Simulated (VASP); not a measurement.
A run of VASP 6.6.1:

INCAR

```
SYSTEM = MoS
ALGO     = Normal         ! electronic algorithm
EDIFF    = 1E-6           ! SCF threshold, eV
ENCUT    = 520            ! plane-wave cutoff, eV
GGA      = PE             ! functional
ISIF     = 2              ! what is computed and relaxed
ISMEAR   = 0              ! smearing method
LASPH    = .True.         ! aspherical terms in the spheres
LCHARG   = .False.        ! write CHGCAR
LDAU     = .True.         ! DFT+U
LDAUJ    = 0 0          
LDAUL    = 2 -1           ! shell
LDAUPRINT= 1            
LDAUTYPE = 2            
LDAUU    = 4.38 0         ! U, eV
LMAXMIX  = 4              ! l up to which the mixer works
LREAL    = .False.        ! projectors in reciprocal space
LWAVE    = .False.        ! write WAVECAR
NBANDS   = 17             ! bands
NELM     = 150            ! most SCF steps
PREC     = Accurate       ! precision mode
SIGMA    = 0.1            ! smearing width, eV
```

KPOINTS

```
k-points
0
Gamma
  14 14 14
  0 0 0
```

POSCAR

```
MoS
1.0
    2.9614293190      0.0000000000      0.0000000000
    0.0000000000      2.9614293190      0.0000000000
    0.0000000000      0.0000000000      2.9614293190
Mo S
1 1
Direct
    0.0000000000      0.0000000000      0.0000000000
    0.5000000000      0.5000000000      0.5000000000
```

Potentials or basis: VASP PAW PBE potentials, release 64 (Mo_sv, S).

Command:

```console
$ cat potpaw_PBE.64/Mo_sv/POTCAR potpaw_PBE.64/S/POTCAR > POTCAR
$ mpirun -np 1 vasp_std > vasp.out
```

Hardware: 1 thread of AMD EPYC 9R45 96-Core Processor (Zen 5) (shared host).

**Question.** Estimate the wall time of this run.

**Answer.** It took 20 s on 1 thread of AMD EPYC 9R45 96-Core Processor (Zen 5), with other jobs on the host, peak memory 0.14 GiB. Counts: scf iterations 13, k points 120.
